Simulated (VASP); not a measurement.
# Mg (a cell with a defect) in VASP: single point with PBE

Aim: the single point of Mg (a cell with a defect) with PBE.

Everything below comes from runs of VASP 6.6.1. Logs are shortened: lines on timing, memory, paths and dates and some standing lists are left out, and cuts for length are marked.

## Step 1: The cell of the first run

The cell holds a defect, 5 atoms: a = 5.224 Å, b = 5.180 Å, c = 4.232 Å, α = 87.52°, β = 90.46°, γ = 119.57°.

## Step 2: Single point, PBE

The input, INCAR:

```
SYSTEM = Mg
ALGO = Normal
EDIFF = 1E-7
ENCUT = 520
GGA = PE
ISIF = 2
ISMEAR = 1
LASPH = .TRUE.
LCHARG = .FALSE.
LREAL = .FALSE.
LWAVE = .FALSE.
NBANDS = 13
NELM = 60
PREC = Accurate
SIGMA = 0.15
```

The input, KPOINTS:

```
k-points
0
G
  3 3 4
  0 0 0
```

The input, POSCAR:

```
Mg
1.0
    5.2235720000      0.0322340000     -0.0213640000
   -2.5838710000      4.4882850000      0.1127530000
   -0.0172420000      0.0951230000      4.2312420000
Mg
5
Direct
    0.3435178475      0.6758917273      1.0012861697
    0.6595659420      0.3205913786      0.0008943774
    0.5026895636      0.9955797980      0.5049507570
    0.5109147406      0.5008813357      0.4863806677
    0.0071817670      0.5098210441      0.5040984607
```

Potentials or basis: VASP PAW PBE potentials, release 64 (Mg).

Command:

```bash
$ cat potpaw_PBE.64/Mg/POTCAR > POTCAR
$ mpirun -np 1 vasp_std > vasp.out
```

OUTCAR:

```text
SYSTEM = Mg
   EDIFF = 1E-7
   ENCUT = 520
   GGA = PE
   ISIF = 2
   ISMEAR = 1
   LASPH = .TRUE.
   LREAL = .FALSE.
   NELM = 60
   PREC = Accurate

 ion  position               nearest neighbor table
   1  0.344  0.676  0.001-   3 2.49   4 2.53   5 2.60   5 2.62   3 2.63   4 2.71   2 2.90   2 3.02
                             2 3.11
   2  0.660  0.321  0.001-   3 2.53   4 2.57   4 2.59   5 2.61   3 2.61   5 2.67   1 2.90   1 3.02
                             1 3.11
   3  0.503  0.996  0.505-   1 2.49   2 2.53   5 2.57   4 2.59   4 2.59   2 2.61   1 2.63   5 2.67

   4  0.511  0.501  0.486-   1 2.53   2 2.57   5 2.57   3 2.59   2 2.59   3 2.59   5 2.66   1 2.71

   5  0.007  0.510  0.504-   3 2.57   4 2.57   1 2.60   2 2.61   1 2.62   4 2.66   3 2.67   2 2.67

  LATTYP: Found a triclinic cell.
 ALAT       =     5.1801355991
 B/A-ratio  =     1.0084128191
 C/A-ratio  =     0.8170338672
 COS(alpha) =     0.0080238061
 COS(beta)  =     0.0432662816
 COS(gamma) =     0.4935325353

  Lattice vectors:

 A1 = (  -2.5838710000,   4.4882850000,   0.1127530000)
 A2 = (  -5.2235720000,  -0.0322340000,   0.0213640000)
 A3 = (  -0.0172420000,   0.0951230000,   4.2312420000)

Analysis of symmetry for initial positions (statically):
=====================================================================
 Subroutine PRICEL returns:
 Original cell was already a primitive cell.

 Routine SETGRP: Setting up the symmetry group for a
 triclinic supercell.

 Subroutine GETGRP returns: Found  1 space group operations
 (whereof  1 operations were pure point group operations)
 out of a pool of  2 trial point group operations.

The static configuration has the point symmetry C_1 .

Analysis of symmetry for dynamics (positions and initial velocities):
=====================================================================
 Subroutine PRICEL returns:
 Original cell was already a primitive cell.

 Routine SETGRP: Setting up the symmetry group for a
 triclinic supercell.

 Subroutine GETGRP returns: Found  1 space group operations
 (whereof  1 operations were pure point group operations)
 out of a pool of  2 trial point group operations.

The dynamic configuration has the point symmetry C_1 .

 Subroutine INISYM returns: Found  1 space group operations
 (whereof  1 operations are pure point group operations),
 and found     1 'primitive' translations

----------------------------------------------------------------------------------------

                                     Primitive cell

  volume of cell :      99.5009

  direct lattice vectors                    reciprocal lattice vectors
     5.223572000  0.032234000 -0.021364000     0.190755034  0.109858716 -0.001692433
    -2.583871000  4.488285000  0.112753000    -0.001391164  0.222126960 -0.004999329
    -0.017242000  0.095123000  4.231242000     0.001000214 -0.005364491  0.236461902

  length of vectors
     5.223715143  5.180135599  4.232346221     0.220134698  0.222187567  0.236524860

  position of ions in fractional coordinates (direct lattice)
     0.343517848  0.675891727  0.001286170
     0.659565942  0.320591379  0.000894377
     0.502689564  0.995579798  0.504950757
     0.510914741  0.500881336  0.486380668
     0.007181767  0.509821044  0.504098461

  ion indices of the primitive-cell ions
   primitive index   ion index
                 1           1
                 2           2
                 3           3
                 4           4
                 5           5

----------------------------------------------------------------------------------------

 KPOINTS: k-points

Automatic generation of k-mesh.
 Grid dimensions read from file:
 generate k-points for:    3    3    4

 Generating k-lattice:

  Cartesian coordinates                     Fractional coordinates (reciprocal lattice)
     0.063585011  0.036619572 -0.000564144     0.333333333 -0.000000000 -0.000000000
    -0.000463721  0.074042320 -0.001666443    -0.000000000  0.333333333  0.000000000
     0.000250054 -0.001341123  0.059115476     0.000000000  0.000000000  0.250000000

  Length of vectors
     0.073378233  0.074062522  0.059131215

  Shift w.r.t. Gamma in fractional coordinates (k-lattice)
     0.000000000  0.000000000  0.000000000

 Subroutine IBZKPT returns following result:
 ===========================================

 Found     19 irreducible k-points:

 Following reciprocal coordinates:
            Coordinates               Weight
  0.000000  0.000000  0.000000      1.000000
  0.333333  0.000000 -0.000000      2.000000
 -0.000000  0.333333  0.000000      2.000000
  0.333333  0.333333 -0.000000      2.000000
 -0.333333  0.333333  0.000000      2.000000
 -0.000000  0.000000  0.250000      2.000000
[... 11 lines left out ...]
  0.333333  0.333333  0.500000      2.000000
 -0.333333  0.333333  0.500000      2.000000
   k-points           NKPTS =     19   k-points in BZ     NKDIM =     19   number of bands    NBANDS=     13
   number of dos      NEDOS =    301   number of ions     NIONS =      5
   total plane-waves  NPLWV =  51200
   dimension x,y,z NGX =    40 NGY =   40 NGZ =   32
   dimension x,y,z NGXF=    80 NGYF=   80 NGZF=   64
   ions per type =               5
   NGX,Y,Z   is equivalent  to a cutoff of  12.73, 12.84, 12.57 a.u.
   NGXF,Y,Z  is equivalent  to a cutoff of  25.46, 25.67, 25.14 a.u.
 SYSTEM =  Mg
   PREC   = accura    normal or accurate (medium, high low for compatibility)
   ISTART =      0    job   : 0-new  1-cont  2-samecut
   ICHARG =      2    charge: 1-file 2-atom 10-const
   ISPIN  =      1    spin polarized calculation?
   LNONCOLLINEAR =      F non collinear calculations
   LSORBIT =      F    spin-orbit coupling
   LASPH  =      T    aspherical Exc in radial PAW
   ENCUT  =  520.0 eV  38.22 Ry    6.18 a.u.   9.71  9.63  7.87*2*pi/ulx,y,z
   NELM   =     60;   NELMIN=  2; NELMDL= -5     # of ELM steps
   EDIFF  = 0.1E-06   stopping-criterion for ELM
   LREAL  =      F    real-space projection
   EDIFFG = 0.1E-05   stopping-criterion for IOM
   NSW    =      0    number of steps for IOM
   IBRION =     -1    ionic relax: 0-MD 1-quasi-New 2-CG
   NFREE  =      0    steps in history (QN), initial steepest desc. (CG)
   ISIF   =      2    stress and relaxation
   ISYM   =      2    0-nonsym 1-usesym 2-fastsym
   POTIM  = 0.5000    time-step for ionic-motion
   TEBEG  =    0.0;   TEEND  =   0.0 temperature during run
   PSTRESS=    0.0 pullay stress
   NELECT =      10.0000    total number of electrons
   NUPDOWN=      -1.0000    fix difference up-down
   EMIN   =  10.00;   EMAX   =-10.00  energy-range for DOS
   EFERMI =   0.00;   METHOD = LEGACY
   ISMEAR =     1;   SIGMA  =   0.15  broadening in eV -4-tet -1-fermi 0-gaus
   EFERMI_NEDOS =   21; number of points for ismear=-14 and -15
   IALGO  =     38    algorithm
   IMIX   =      4    mixing-type and parameters
     AMIX     =   0.40;   BMIX     =  1.00
     AMIX_MAG =   1.60;   BMIX_MAG =  1.00
  volume/ion in A,a.u.               =      19.90       134.29
  Fermi-wavevector in a.u.,A,eV,Ry     =   0.761142  1.438350  7.882366  0.579338
  Thomas-Fermi vector in A             =   1.860316
   LORBIT       =      0    0 simple, 1 ext, 2 COOP (PROOUT), +10 PAW based schemes
   GGA     = PE    functional components
   LHFCALC =     F    Hartree Fock is set to
   AEXX    =    0.0000 exact exchange contribution
   IVDW    =     0    specifies the selected vdW correction
   LEPSILON=     F    determine dielectric tensor
   LRPA    =     F    only Hartree local field effects (RPA)
 non-spin polarized calculation
 Methfessel and Paxton  Order N= 1 SIGMA  =   0.15
  energy-cutoff  :      520.00
  volume of cell :       99.50
 maximum number of plane-waves:      2693
   NGX = 19   NGY = 19   NGZ = 15

 number of electron      10.0000000 magnetization

 Free energy of the ion-electron system (eV)
  ---------------------------------------------------
  ext. energy  EPLUGINS =         0.00000000
  ---------------------------------------------------
  free energy    TOTEN  =        -1.79327917 eV

  energy without entropy =       -1.79057659  energy(sigma->0) =       -1.79237831

 E-fermi :   3.0252     XC(G=0):  -8.6806

 val. band max:        2.9829067035   @ k =  -0.3333  -0.0000   0.2500
 cond. band min:       3.0287190184   @ k =   0.3333  -0.3333   0.2500
 fundamental gap:      0.0458123149
 Fermi energy:         3.0252198361

 k-point     1 :       0.0000    0.0000    0.0000
  band No.  band energies     occupation
      1      -4.6486      2.00000
      2       0.7226      2.00000
      3       2.1242      2.00000
      4       2.2501      2.00000
      5       2.6106      2.00066
      6       3.2252     -0.06782
      7       3.4591     -0.00034
      8       4.1959     -0.00000
      9       5.5063     -0.00000
     10       6.9582      0.00000
     11       8.4973      0.00000
     12       8.7293      0.00000
     13      10.1259      0.00000

 k-point     2 :       0.3333    0.0000   -0.0000
  band No.  band energies     occupation
      1      -3.9662      2.00000
      2      -1.5214      2.00000
      3       1.2383      2.00000
      4       1.6874      2.00000
      5       3.1457      0.01821
      6       4.5888     -0.00000
      7       5.1509     -0.00000
      8       5.2181     -0.00000
      9       5.6926     -0.00000
     10       7.7968      0.00000
     11       8.2414      0.00000
     12       8.5601      0.00000
     13       8.9247      0.00000
[... 241 lines left out ...]
 k-point    18 :       0.3333    0.3333    0.5000
  band No.  band energies     occupation
      1      -1.2681      2.00000
      2      -1.1726      2.00000
      3      -0.4178      2.00000
      4      -0.2507      2.00000
      5       1.3084      2.00000
      6       1.7544      2.00000
      7       5.6996     -0.00000
      8       5.8059     -0.00000
      9       7.3736      0.00000
     10       7.5634      0.00000
     11       7.5926      0.00000
     12       9.0272      0.00000
     13      10.6061      0.00000

 k-point    19 :      -0.3333    0.3333    0.5000
  band No.  band energies     occupation
      1      -2.2714      2.00000
      2      -1.4312      2.00000
      3      -0.0449      2.00000
      4       0.9318      2.00000
      5       2.7676      2.03556
      6       3.0909      0.33198
      7       3.2033     -0.07045
      8       4.6632     -0.00000
      9       7.0496      0.00000
     10       7.3714      0.00000
     11       7.9781      0.00000
     12       8.1458      0.00000
     13      10.1549      0.00000

------------------------ aborting loop because EDIFF is reached ----------------------------------------

  FORCE on cell =-STRESS in cart. coord.  units (eV):
  Direction    XX          YY          ZZ          XY          YZ          ZX
  --------------------------------------------------------------------------------------
  -------------------------------------------------------------------------------------
  Total       14.8601144     15.9654558     22.3383514     -0.4010090     -0.1216864     -0.0544930
  in kB      239.2796669    257.0780310    359.6952985     -6.4571041     -1.9594124     -0.8774544
  external PRESSURE =     285.3509988 kB  Pullay stress =       0.0000000 kB

 VOLUME and BASIS-vectors are now :
 -----------------------------------------------------------------------------
  energy-cutoff  :      520.00
  volume of cell :       99.50
      direct lattice vectors                 reciprocal lattice vectors
     5.223572000  0.032234000 -0.021364000     0.190755034  0.109858716 -0.001692433
    -2.583871000  4.488285000  0.112753000    -0.001391164  0.222126960 -0.004999329
    -0.017242000  0.095123000  4.231242000     0.001000214 -0.005364491  0.236461902

 POSITION                                       TOTAL-FORCE (eV/Angst)
 -----------------------------------------------------------------------------------
      0.04795      3.04479      0.07431        -0.125468     -0.466600     -0.117169
      2.61691      1.46025      0.02584         0.262083      0.292784     -0.156732
      0.04468      4.53268      2.23808         0.218652      0.382955     -0.135874
      1.36620      2.31083      2.10355        -0.346351      0.053252      0.500677
     -1.28849      2.33640      2.19029        -0.008916     -0.262391     -0.090901
 -----------------------------------------------------------------------------------
    total drift:                                0.000001     -0.000002     -0.000003

  FREE ENERGIE OF THE ION-ELECTRON SYSTEM (eV)
  ---------------------------------------------------
  free  energy   TOTEN  =        -1.7932791665 eV

  energy  without entropy=       -1.7905765883  energy(sigma->0) =       -1.79237831
```

Run time: 25 s. Hardware: 1 thread of Intel Xeon Platinum 8259CL at 2.50GHz (Skylake/Cascade Lake), shared host; peak memory 0.21 GiB.

Results:

- Free energy: -1.7933 eV
- Pressure: 28.5 GPa
- Largest force: 0.611 eV/Å
- Band gap on the k mesh: zero (bands 5 and 6 overlap by 2.33 eV)

Forces on the atoms (eV/Å):
```
Mg  -0.125 -0.467 -0.117
Mg   0.262  0.293 -0.157
Mg   0.219  0.383 -0.136
Mg  -0.346  0.053  0.501
Mg  -0.009 -0.262 -0.091
```

Stress tensor (GPa, compression positive):
```
23.93 -0.65 -0.09
-0.65 25.71 -0.20
-0.09 -0.20 35.97
```

Levels at points of the mesh, in eV from the Fermi level:
| k point | band 3 | band 4 | band 5 | band 6 | band 7 | band 8 |
| --- | --- | --- | --- | --- | --- | --- |
| (0.00, 0.00, 0.00) | -0.90 | -0.78 | -0.41 | 0.20 | 0.43 | 1.17 |
| (0.00, 0.00, 0.50) | -1.45 | 0.53 | 0.68 | 1.23 | 1.64 | 1.67 |

Caveat: the k points lie up to 0.47 Å⁻¹ apart, too coarse for converged energies and pressures of a metal.
